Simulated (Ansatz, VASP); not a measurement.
# One calculation of Rb, two programs

```xyz
1
Lattice="0.0000 3.5262 3.5262 3.5262 0.0000 3.5262 3.5262 3.5262 0.0000" Properties=species:S:1:pos:R:3 pbc="T T T"
Rb    0.0000    0.0000    0.0000
```

Alike in both runs: task single point; functional PBEsol; k mesh 4 × 4 × 4; occupations gaussian, width 0.1 eV; no spin polarisation.

|  | VASP | Ansatz |
| --- | --- | --- |
| version | VASP 6.6.1 | Ansatz 0.2.0 |
| potentials or method | VASP PAW PBE potentials, release 64 (Rb_sv), cutoff 500 eV | scalar-relativistic, plane waves, PAW |
| valence electrons in the cell | 9 | 9 |

|  | VASP | Ansatz | Ansatz less VASP |
| --- | --- | --- | --- |
| gap on the k mesh at the Fermi level (eV) | none | none | - |
| pressure (GPa) | 0.0 | 0.0 | 0.00 |

VASP's potentials were made for PBE, not for PBEsol. A gap of «none» marks a metal or a gap that the smearing closes. With one functional, cell and mesh, what is left measures potentials, basis and numerics.

The k mesh is coarse, so the values compare programs but aren't converged.
